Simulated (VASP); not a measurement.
A run of VASP 6.6.1 is set up as follows.

Contents of INCAR:

```
SYSTEM = SnSe3
  PREC = Accurate
  ENCUT = 600
  EDIFF = 1E-6
  ISMEAR = 0
  SIGMA = 0.1
  LREAL = .False.
  LASPH = .True.
  NELM = 60
  ALGO = Normal
  ISIF = 3
  LWAVE = .False.
  LCHARG = .False.
  GGA = PE
  IBRION = 2
  NSW = 90
  EDIFFG = -0.04
```

File KPOINTS:

```
Automatic mesh
0
Gamma
  3 3 4
  0 0 0
```

POSCAR

```
SnSe3
1.0
    6.7224793371      0.0000000000      0.0000000000
   -3.3612396686      5.8218378824      0.0000000000
    0.0000000000      0.0000000000      5.3958268949
Sn Se
2 6
Direct
    0.3333333333      0.6666666667      0.2500000000
    0.6666666667      0.3333333333      0.7500000000
    0.8330000000      0.6660000000      0.2500000000
    0.1670000000      0.8330000000      0.7500000000
    0.3340000000      0.1670000000      0.2500000000
    0.1670000000      0.3340000000      0.7500000000
    0.8330000000      0.1670000000      0.2500000000
    0.6660000000      0.8330000000      0.7500000000
```

Potentials or basis: VASP PAW PBE potentials, release 64 (Sn_d, Se).

The run is started by

```console
$ cat potpaw_PBE.64/Sn_d/POTCAR potpaw_PBE.64/Se/POTCAR > POTCAR
$ mpirun -np 1 vasp_std > vasp.out
```

Estimate the relaxed volume.

23.15 Å³/atom.

What does it give for the relaxed cell?

a = 6.234 Å, b = 6.234 Å, c = 5.503 Å, α = 90.00°, β = 90.00°, γ = 120.00°.

Estimate the band gap on the k mesh.

zero (band 32 reaches 6.42 eV, above the bottom of band 33 at 4.49 eV).

Stress tensor (GPa, compression positive):
```
-0.05  0.00  0.00
 0.00 -0.05  0.00
 0.00  0.00  0.14
```

Caveat: spin-orbit coupling is left out, which moves the levels of the heavy elements.
